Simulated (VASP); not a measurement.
# NdHf (P4/mmm) in VASP: notebook

Runs on NdHf. Level: PBE. Tasks: relaxation of cell and atoms, single point.

All numbers are computed with VASP 6.6.1; they aren't measurements. Logs are shortened: lines on timing, memory, paths and dates and some standing lists are left out, and cuts for length are marked.

## Step 1: The cell of the first run

The structure is tetragonal, space group P4/mmm (No. 123). The conventional cell has a = 3.921 Å, b = 3.921 Å, c = 7.680 Å, α = 90.00°, β = 90.00°, γ = 90.00°. Nd (site symmetry 4mm) has 5 Hf at 2.28 to 3.18 Å and 1 Nd at 3.11 Å within 3.2 Å. Within 3.0 Å of Hf (site symmetry 4/mmm) lie 2 Nd at 2.28 Å. Hf (site symmetry 4/mmm) has 8 Nd at 3.18 Å and 4 Hf at 3.92 Å within 4.2 Å.

The cell was generated, and may not be a known phase.

## Step 2: Relaxation of cell and atoms, PBE

File INCAR:

```
PREC = Accurate
ENCUT = 500
EDIFF = 1E-7
ISMEAR = 0
SIGMA = 0.2
LREAL = F
LASPH = T
NELM = 200
ALGO = Normal
ISIF = 3
LWAVE = F
LCHARG = F
GGA = PE
IBRION = 2
NSW = 36
EDIFFG = -0.08
GGA_COMPAT = F
NELMIN = 4
LMAXMIX = 6
```

File KPOINTS:

```
Automatic mesh
0
Gamma
  5 5 3
```

File POSCAR:

```
NdHf
1.0
    3.9214599700      0.0000000000      0.0000000000
    0.0000000000      3.9214599700      0.0000000000
    0.0000000000      0.0000000000      7.6799630800
Nd Hf
2 2
Direct
    0.0000000000      0.0000000000      0.7974492400
    0.0000000000      0.0000000000      0.2025507600
    0.0000000000      0.0000000000      0.5000000000
    0.5000000000      0.5000000000      0.0000000000
```

Potentials or basis: VASP PAW PBE potentials, release 64 (Nd_3, Hf_pv), 4f in core.

Command:

```console
cat potpaw_PBE.64/Nd_3/POTCAR potpaw_PBE.64/Hf_pv/POTCAR > POTCAR
mpirun -np 1 vasp_std > vasp.out
```

OUTCAR:

```text
PREC = Accurate
   ENCUT = 500
   EDIFF = 1E-7
   ISMEAR = 0
   LREAL = F
   LASPH = T
   NELM = 200
   ISIF = 3
   GGA = PE
   IBRION = 2
   NSW = 36
   EDIFFG = -0.08
   NELMIN = 4

 ion  position               nearest neighbor table
   1  0.000  0.000  0.797-   3 2.28   2 3.11   4 3.18   4 3.18   4 3.18   4 3.18
   2  0.000  0.000  0.203-   3 2.28   1 3.11   4 3.18   4 3.18   4 3.18   4 3.18
   3  0.000  0.000  0.500-   1 2.28   2 2.28
   4  0.500  0.500  0.000-   1 3.18   2 3.18   1 3.18   2 3.18   1 3.18   2 3.18   1 3.18   2 3.18

  LATTYP: Found a simple tetragonal cell.
 ALAT       =     3.9214599700
 C/A-ratio  =     1.9584448493

  Lattice vectors:

 A1 = (   3.9214599700,   0.0000000000,   0.0000000000)
 A2 = (   0.0000000000,   3.9214599700,   0.0000000000)
 A3 = (   0.0000000000,   0.0000000000,   7.6799630800)

Analysis of symmetry for initial positions (statically):
=====================================================================
 Subroutine PRICEL returns:
 Original cell was already a primitive cell.

 Routine SETGRP: Setting up the symmetry group for a
 simple tetragonal supercell.

 Subroutine GETGRP returns: Found 16 space group operations
 (whereof 16 operations were pure point group operations)
 out of a pool of 16 trial point group operations.

The static configuration has the point symmetry D_4h.

Analysis of symmetry for dynamics (positions and initial velocities):
=====================================================================
 Subroutine PRICEL returns:
 Original cell was already a primitive cell.

 Routine SETGRP: Setting up the symmetry group for a
 simple tetragonal supercell.

 Subroutine GETGRP returns: Found 16 space group operations
 (whereof 16 operations were pure point group operations)
 out of a pool of 16 trial point group operations.

The dynamic configuration has the point symmetry D_4h.

 Subroutine INISYM returns: Found 16 space group operations
 (whereof 16 operations are pure point group operations),
 and found     1 'primitive' translations

----------------------------------------------------------------------------------------

                                     Primitive cell

  volume of cell :     118.1013

  direct lattice vectors                    reciprocal lattice vectors
     3.921459970  0.000000000  0.000000000     0.255007066  0.000000000  0.000000000
     0.000000000  3.921459970  0.000000000     0.000000000  0.255007066  0.000000000
[... 71 lines left out ...]
   LNONCOLLINEAR =      F non collinear calculations
   LSORBIT =      F    spin-orbit coupling
   LASPH  =      T    aspherical Exc in radial PAW
   ENCUT  =  500.0 eV  36.75 Ry    6.06 a.u.   7.15  7.15 14.00*2*pi/ulx,y,z
   NELM   =    200;   NELMIN=  4; NELMDL= -5     # of ELM steps
   EDIFF  = 0.1E-06   stopping-criterion for ELM
   LREAL  =      F    real-space projection
   EDIFFG = -.8E-01   stopping-criterion for IOM
   NSW    =     36    number of steps for IOM
   IBRION =      2    ionic relax: 0-MD 1-quasi-New 2-CG
   NFREE  =      1    steps in history (QN), initial steepest desc. (CG)
   ISIF   =      3    stress and relaxation
   ISYM   =      2    0-nonsym 1-usesym 2-fastsym
   POTIM  = 0.5000    time-step for ionic-motion
   TEBEG  =    0.0;   TEEND  =   0.0 temperature during run
   PSTRESS=    0.0 pullay stress
   NELECT =      42.0000    total number of electrons
   NUPDOWN=      -1.0000    fix difference up-down
   EMIN   =  10.00;   EMAX   =-10.00  energy-range for DOS
   EFERMI =   0.00;   METHOD = LEGACY
   ISMEAR =     0;   SIGMA  =   0.20  broadening in eV -4-tet -1-fermi 0-gaus
   EFERMI_NEDOS =   21; number of points for ismear=-14 and -15
   IALGO  =     38    algorithm
   IMIX   =      4    mixing-type and parameters
     AMIX     =   0.40;   BMIX     =  1.00
     AMIX_MAG =   1.60;   BMIX_MAG =  1.00
  volume/ion in A,a.u.               =      29.53       199.25
  Fermi-wavevector in a.u.,A,eV,Ry     =   1.159862  2.191822 18.303647  1.345280
  Thomas-Fermi vector in A             =   2.296450
   LORBIT       =      0    0 simple, 1 ext, 2 COOP (PROOUT), +10 PAW based schemes
   GGA     = PE    functional components
   LHFCALC =     F    Hartree Fock is set to
   AEXX    =    0.0000 exact exchange contribution
   IVDW    =     0    specifies the selected vdW correction
   LEPSILON=     F    determine dielectric tensor
   LRPA    =     F    only Hartree local field effects (RPA)
 conjugate gradient relaxation of ions
 non-spin polarized calculation
 Gauss-broadening in eV      SIGMA  =   0.20
  energy-cutoff  :      500.00
  volume of cell :      118.10
 maximum number of plane-waves:      3014
 NGX is ok and might be reduce to    30

--------------------------------------- Ionic step        1  -------------------------------------------

 number of electron      41.9999998 magnetization

 Free energy of the ion-electron system (eV)
  ---------------------------------------------------
  ext. energy  EPLUGINS =         0.00000000
  ---------------------------------------------------
  free energy    TOTEN  =       -20.77208921 eV

  energy without entropy =      -20.65005594  energy(sigma->0) =      -20.71107257

------------------------ aborting loop because EDIFF is reached ----------------------------------------

  FORCE on cell =-STRESS in cart. coord.  units (eV):
  Direction    XX          YY          ZZ          XY          YZ          ZX
  --------------------------------------------------------------------------------------
  -------------------------------------------------------------------------------------
  Total       -2.2927685     -2.2927685     34.5145793      0.0000000     -0.0000000      0.0000000
  in kB      -31.1039883    -31.1039883    468.2291659      0.0000000     -0.0000000      0.0000000
  external PRESSURE =     135.3403964 kB  Pullay stress =       0.0000000 kB
[... 784 lines left out ...]
     24       4.1707      0.00000
     25       4.3664      0.00000

[... ionic steps 4 to 15 ...]

--------------------------------------- Ionic step       16  -------------------------------------------

 number of electron      41.9999990 magnetization

------------------------ aborting loop because EDIFF is reached ----------------------------------------
[... 71 lines left out ...]
--------------------------------------- Ionic step       18  -------------------------------------------

 number of electron      41.9999986 magnetization

 Free energy of the ion-electron system (eV)
  ---------------------------------------------------
  ext. energy  EPLUGINS =         0.00000000
  ---------------------------------------------------
  free energy    TOTEN  =       -26.73396403 eV

  energy without entropy =      -26.60478368  energy(sigma->0) =      -26.66937386

 E-fermi :   3.6494     XC(G=0): -10.2260

 val. band max:        3.6457974695   @ k =   0.4000   0.4000   0.3333
 cond. band min:       3.6624795522   @ k =   0.4000   0.2000   0.0000
 fundamental gap:      0.0166820828
 Fermi energy:         3.6493611864
[... 365 lines left out ...]
  FREE ENERGIE OF THE ION-ELECTRON SYSTEM (eV)
  ---------------------------------------------------
  free  energy   TOTEN  =       -26.7339640322 eV

  energy  without entropy=      -26.6047836802  energy(sigma->0) =      -26.66937386

 reached required accuracy - stopping structural energy minimisation
```

CONTCAR:

```text
NdHf
   1.00000000000000
     3.2162541842541721   -0.0000000000000000   -0.0000000000000000
     0.0000000000000000    3.2162541842541721   -0.0000000000000000
    -0.0000000000000000   -0.0000000000000000   11.3140746993296517
  Nd              Hf
     2     2
Direct
     0.0000000000000000    0.0000000000000000    0.7752668258954860
     0.0000000000000000    0.0000000000000000    0.2247331741045137
     0.0000000000000000    1.0000000000000000    0.5000000000000000
     0.5000000000000000    0.5000000000000000    0.0000000000000000

  0.00000000E+00  0.00000000E+00  0.00000000E+00
  0.00000000E+00  0.00000000E+00  0.00000000E+00
  0.00000000E+00  0.00000000E+00  0.00000000E+00
  0.00000000E+00  0.00000000E+00  0.00000000E+00
```

It took 6.8 min on 1 thread of Intel Xeon 6975P-C (Granite Rapids), shared host; peak memory 0.24 GiB.

Results:

- Free energy: -26.7340 eV
- Relaxed volume: 29.26 Å³/atom
- Relaxed cell: a = 3.216 Å, b = 3.216 Å, c = 11.314 Å, α = 90.00°, β = 90.00°, γ = 90.00°
- Space group after relaxing (to 0.1 Å): P4/mmm (No. 123)
- Energy gained by relaxing: 1490.5 meV/atom
- Ionic steps: 18
- Pressure after relaxing: -0.2 GPa
- Largest force after relaxing: 0.061 eV/Å
- Band gap on the k mesh: zero (bands 21 and 22 overlap by 0.65 eV)

Forces in eV/Å, atoms in the order of the input:
```
Nd   0.000  0.000  0.061
Nd   0.000  0.000 -0.061
Hf   0.000  0.000  0.000
Hf   0.000  0.000  0.000
```

The path:
| step | energy change (eV) | largest force (eV/Å) | pressure (GPa) | volume (Å³) |
| --- | --- | --- | --- | --- |
| 1 | 0.0000 | 4.7164 | 13.53 | 118.10 |
| 2 | -3.9163 | 0.9913 | -4.53 | 158.14 |
| 3 | -3.8626 | 0.6866 | -2.11 | 144.10 |
| 4 | -3.9497 | 0.9995 | -3.81 | 153.24 |
| 5 | -3.9529 | 0.9843 | -3.62 | 151.96 |
| 6 | -4.6009 | 1.6706 | -0.82 | 136.37 |
| 7 | -4.9920 | 2.2393 | 4.66 | 117.94 |
| 8 | -5.2898 | 1.6956 | 4.17 | 116.82 |
| 9 | -5.3835 | 1.4064 | 4.36 | 115.52 |
| 10 | -5.5755 | 1.0938 | 1.25 | 121.41 |
| 11 | -5.6357 | 0.7753 | -1.57 | 127.84 |
| 12 | -5.6948 | 0.7410 | -1.44 | 126.58 |
| 13 | -5.8323 | 0.5860 | -0.83 | 122.82 |
| 14 | -5.8027 | 0.0989 | 1.37 | 115.30 |
| 15 | -5.8771 | 0.4333 | -0.11 | 119.90 |
| 16 | -5.8806 | 0.3398 | 0.19 | 118.75 |
| 17 | -5.9467 | 0.1112 | -0.03 | 117.77 |
| 18 | -5.9619 | 0.0607 | -0.16 | 117.04 |

Final structure:
```
CELL_PARAMETERS angstrom
3.21625 0.00000 0.00000
0.00000 3.21625 0.00000
0.00000 0.00000 11.31407
ATOMIC_POSITIONS crystal
Nd 0.00000 0.00000 0.77527
Nd 0.00000 0.00000 0.22473
Hf 0.00000 0.00000 0.50000
Hf 0.50000 0.50000 0.00000
```

Levels at points of the mesh, in eV from the Fermi level:
```
           k point  band 17  band 18  band 19  band 20  band 21  band 22  band 23  band 24  band 25
(0.00, 0.00, 0.00)    -2.57    -2.16    -1.46    -0.69    -0.66    -0.30     0.12     0.35     2.11
```

Caveat: a cell axis changed by over 15 % at a fixed basis, so the end point is rough; spin-orbit coupling is left out, which moves the levels of the heavy elements; the 4f electrons are frozen in the core, so they carry no moment and show no levels; the relaxation stopped at a loose force limit of 0.08 eV/Å, so its end isn't a converged minimum.

## Step 3: Single point, PBE

This run uses another cell than the first one: it holds 6 atoms, not 4.

File INCAR:

```
SYSTEM = NdHf
PREC = Accurate
ENCUT = 500
EDIFF = 1E-6
ISMEAR = 0
SIGMA = 0.2
LREAL = .False.
LASPH = .True.
NELM = 200
ALGO = Normal
ISIF = 2
LWAVE = .False.
LCHARG = .False.
GGA = PE
NBANDS = 40
GGA_COMPAT = .False.
LMAXMIX = 6
```

File KPOINTS:

```
regular mesh
0
Gamma
  4 4 3
  0 0 0
```

File POSCAR:

```
NdHf
1.0
    6.0002164481      0.0000000000      0.0000000000
    0.0000000000      6.0002164481      0.0000000000
    0.0000000000      0.0000000000      5.5742894918
Nd Hf
3 3
Direct
    0.0000000000      0.0000000000      0.5000000000
    0.0000000000      0.5000000000      0.0000000000
    0.5000000000      0.0000000000      0.0000000000
    0.5000000000      0.5000000000      0.5000000000
    0.5000000000      0.5000000000      0.0000000000
    0.0000000000      0.0000000000      0.0000000000
```

Potentials or basis: VASP PAW PBE potentials, release 64 (Nd_3, Hf_pv), 4f in core.

Command:

```console
cat potpaw_PBE.64/Nd_3/POTCAR potpaw_PBE.64/Hf_pv/POTCAR > POTCAR
mpirun -np 1 vasp_std > vasp.out
```

Run time: 57 s. Hardware: 1 thread of Intel Xeon 6975P-C (Granite Rapids), shared host; peak memory 0.33 GiB.

Results (log left out):

| Item | Value |
| --- | --- |
| Free energy | -37.7511 eV |
| Pressure | 0.4 GPa |
| Band gap on the k mesh | zero (an odd number of electrons rules out a gap without spin polarisation) |

Stress tensor (GPa, compression positive):
```
0.44 0.00 0.00
0.00 0.44 0.00
0.00 0.00 0.19
```

Levels at points of the mesh, in eV from the Fermi level:
| k point | band 28 | band 29 | band 30 | band 31 | band 32 | band 33 | band 34 | band 35 | band 36 | band 37 |
| --- | --- | --- | --- | --- | --- | --- | --- | --- | --- | --- |
| (0.00, 0.00, 0.00) | -1.19 | -1.07 | -0.98 | -0.84 | -0.84 | -0.66 | 0.29 | 0.88 | 1.13 | 1.13 |
| (0.50, 0.00, 0.00) | -1.06 | -1.03 | -1.00 | -0.93 | -0.64 | -0.60 | 0.51 | 0.69 | 1.28 | 1.41 |
| (0.50, 0.50, 0.00) | -0.61 | -0.60 | -0.25 | -0.25 | 0.22 | 0.61 | 0.69 | 0.69 | 0.97 | 1.06 |

Caveat: the k points lie up to 0.38 Å⁻¹ apart, too coarse for converged energies and pressures of a metal; spin-orbit coupling is left out, which moves the levels of the heavy elements; the 4f electrons are frozen in the core, so they carry no moment and show no levels. Spin polarisation is off, so any magnetic state and its effect on volume and gap are missing.

## Step 4: Single point, PBE

This run uses another cell than the first one: it holds 2 atoms, not 4.

File INCAR:

```
SYSTEM = NdHf
ALGO = Normal ; EDIFF = 1E-6
ENCUT = 500 ; GGA = PE
GGA_COMPAT = .False. ; ISIF = 2
ISMEAR = 0 ; LASPH = .True.
LCHARG = .False. ; LMAXMIX = 6
LREAL = .False. ; LWAVE = .False.
NBANDS = 18 ; NELM = 200
PREC = Accurate ; SIGMA = 0.1
```

File KPOINTS:

```
k-points
0
Gamma
  14 14 10
  0 0 0
```

File POSCAR:

```
NdHf
1.0
    3.3619337998      0.0000000000      0.0000000000
    0.0000000000      3.3619337998      0.0000000000
    0.0000000000      0.0000000000      4.8482767340
Nd Hf
1 1
Direct
    0.0000000000      0.0000000000      0.0000000000
    0.5000000000      0.5000000000      0.5000000000
```

Command:

```console
cat potpaw_PBE.64/Nd_3/POTCAR potpaw_PBE.64/Hf_pv/POTCAR > POTCAR
mpirun -np 1 vasp_std > vasp.out
```

Wall time 70 s (1 thread of Intel Xeon 6975P-C (Granite Rapids), shared host); peak memory 0.34 GiB.

Results (log left out):

- Free energy: -14.0783 eV
- Pressure: 0.4 GPa
- Band gap on the k mesh: zero (an odd number of electrons rules out a gap without spin polarisation)

Stress tensor (GPa, compression positive):
```
0.24 0.00 0.00
0.00 0.24 0.00
0.00 0.00 0.61
```

Levels at points of the mesh, in eV from the Fermi level:
| k point | band 7 | band 8 | band 9 | band 10 | band 11 | band 12 | band 13 | band 14 | band 15 | band 16 |
| --- | --- | --- | --- | --- | --- | --- | --- | --- | --- | --- |
| (0.00, 0.00, 0.00) | -18.04 | -5.61 | -2.56 | -1.79 | 1.28 | 1.37 | 1.37 | 3.08 | 3.74 | 3.76 |
| (0.50, 0.00, 0.00) | -17.93 | -2.10 | -1.56 | -0.42 | 0.15 | 0.18 | 0.33 | 2.08 | 2.84 | 2.93 |
| (0.50, 0.50, 0.00) | -18.28 | -3.14 | -2.31 | -1.84 | -1.84 | 2.99 | 2.99 | 5.19 | 5.40 | 6.43 |
| (0.00, 0.00, 0.50) | -18.05 | -3.85 | -2.62 | -0.73 | -0.43 | 0.96 | 1.81 | 2.55 | 2.55 | 3.60 |
| (0.50, 0.00, 0.50) | -17.92 | -3.58 | -2.07 | 0.73 | 0.94 | 1.22 | 1.24 | 1.40 | 2.11 | 5.20 |
| (0.50, 0.50, 0.50) | -18.33 | -1.83 | -1.01 | -0.43 | -0.43 | 0.34 | 0.34 | 1.28 | 3.72 | 5.40 |

Caveat: spin-orbit coupling is left out, which moves the levels of the heavy elements; the 4f electrons are frozen in the core, so they carry no moment and show no levels. Spin polarisation is off, so any magnetic state and its effect on volume and gap are missing.

## Step 5: Overview

```tsv
task	cell	k mesh	smearing	gap on the mesh (eV)	pressure (GPa)
relaxation of cell and atoms	relaxed from a = 3.921, b = 3.921, c = 7.680 Å, 4 atoms, atomic positions A	5 × 5 × 3	gaussian 0.2 eV	none	-0.2
single point	a = 6.000, b = 6.000, c = 5.574 Å, 6 atoms, atomic positions B	4 × 4 × 3	gaussian 0.2 eV	none	0.4
single point	a = 3.362, b = 3.362, c = 4.848 Å, 2 atoms, atomic positions C	14 × 14 × 10	gaussian 0.1 eV	none	0.4
```

Alike in all rows: level PBE; potentials or basis VASP PAW PBE potentials, release 64 (Nd_3, Hf_pv), 4f in core; no spin polarisation; cutoff (eV) 500.

Caveats: some runs use coarse meshes; spin-orbit coupling is left out, which moves the levels of the heavy elements; the 4f electrons are frozen in the core, so they carry no moment and show no levels; a cell axis changed by over 15 % at a fixed basis, so the end point is rough (at least some runs); the relaxation stopped at a loose force limit of 0.08 eV/Å, so its end isn't a converged minimum (at least some runs).

Absolute energies hang on the potentials; compare differences alone.

The gap in the log of VASP goes by the Fermi energy; the results here count the filled bands.